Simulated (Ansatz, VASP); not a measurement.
**Two plane-wave programs on Mo**

```
Mo
1.0
     2.75587    0.00000    0.00000
    -1.37794    2.38666    0.00000
     0.00000    0.00000    4.90107
Mo
2
Cartesian
  0.0000 1.5911 1.2253
  1.3779 0.7956 3.6758
```

Alike in both runs: functional PBE; k mesh 18 × 18 × 10; occupations gaussian, width 0.1 eV; no spin polarisation.

Ansatz relaxed the structure, and its values are those at the end. VASP's run is a single point on that final structure, the one shown.

|  | VASP | Ansatz |
| --- | --- | --- |
| version | VASP 6.6.1 | Ansatz 0.2.0 |
| potentials or method | VASP PAW PBE potentials, release 64 (Mo_sv), cutoff 520 eV | scalar-relativistic, plane waves, PAW |
| valence electrons in the cell | 28 | 28 |

```csv
,VASP,Ansatz,Ansatz less VASP
gap on the k mesh at the Fermi level (eV),none,none,-
pressure (GPa),0.5,0.0,-0.46
```

A gap of «none» marks a metal or a gap that the smearing closes.
